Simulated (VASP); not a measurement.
Set up this calculation in VASP 6.6.1, as the native input.

```
Task                   : single point
Functional             : r2SCAN
Potentials or basis    : VASP PAW PBE potentials, release 64 (Nb_sv, As)
Cutoff                 : 520 eV
k mesh                 : 11 × 11 × 11
Occupations            : fermi-dirac, width 0.05 eV
Spin                   : no spin polarisation
Dipole correction      : no
Further INCAR settings : ALGO = Normal; EDIFF = 1e-06; NBANDS = 26
```

Crystal: NbAs.

```xyz
4
Lattice="-1.6906 1.6906 5.7208 1.6906 -1.6906 5.7208 1.6906 1.6906 -5.7208" Properties=species:S:1:pos:R:3 pbc="T T T"
Nb    0.0000    1.6906    0.0000
Nb    0.0000    0.0000    8.5812
As    0.0000    1.6906    4.7597
As    0.0000    0.0000    1.8993
```

The input as run:

POSCAR

```
NbAs
1.0
   -1.6906186857      1.6906186857      5.7207828749
    1.6906186857     -1.6906186857      5.7207828749
    1.6906186857      1.6906186857     -5.7207828749
Nb As
2 2
Direct
    0.5000000000      0.0000000000      0.5000000000
    0.7500000000      0.7500000000      0.0000000000
    0.9160000000      0.4160000000      0.5000000000
    0.1660000000      0.1660000000      0.0000000000
```

INCAR.step1

```
PREC     = Accurate       # precision mode
ENCUT    = 520            # plane-wave cutoff, eV
ISMEAR   = -1             # smearing method
SIGMA    = 0.05           # smearing width, eV
LREAL    = False          # projectors in reciprocal space
LASPH    = True           # aspherical terms in the spheres
NELM     = 60             # most SCF steps
NBANDS   = 26             # bands
GGA      = PE             # functional
ALGO     = Normal         # electronic algorithm
EDIFF    = 1E-4           # SCF threshold, eV
LWAVE    = True           # write WAVECAR
LCHARG   = False          # write CHGCAR
```

INCAR.step2

```
PREC     = Accurate       # precision mode
ENCUT    = 520            # plane-wave cutoff, eV
EDIFF    = 1E-6           # SCF threshold, eV
ISMEAR   = -1             # smearing method
SIGMA    = 0.05           # smearing width, eV
LREAL    = False          # projectors in reciprocal space
LASPH    = True           # aspherical terms in the spheres
NELM     = 60             # most SCF steps
ALGO     = Normal         # electronic algorithm
ISIF     = 2              # what is computed and relaxed
LWAVE    = False          # write WAVECAR
LCHARG   = True           # write CHGCAR
METAGGA  = R2SCAN         # meta-GGA
LMIXTAU  = True         
LELF     = True           # ELF
LVHAR    = True         
NBANDS   = 26             # bands
ISTART   = 1
```

KPOINTS

```
regular mesh
0
Gamma
  11 11 11
```

Potentials or basis: VASP PAW PBE potentials, release 64 (Nb_sv, As).

Run with:

```sh
$ cat potpaw_PBE.64/Nb_sv/POTCAR potpaw_PBE.64/As/POTCAR > POTCAR
$ cp INCAR.step1 INCAR
$ mpirun -np 1 vasp_std > vasp.out
$ cp INCAR.step2 INCAR
$ mpirun -np 1 vasp_std > vasp.out
```

It gave:

```yaml
Pressure: 14.7 GPa
Largest_force: 0.365 eV/Å
```

Caveat: the PAW data sets were made with another functional, which shifts forces and pressure a little.

Run time: 14 min on 1 thread of Intel(R) Xeon(R) 6975P-C (Granite Rapids), with other jobs on the host, peak memory 0.48 GiB.
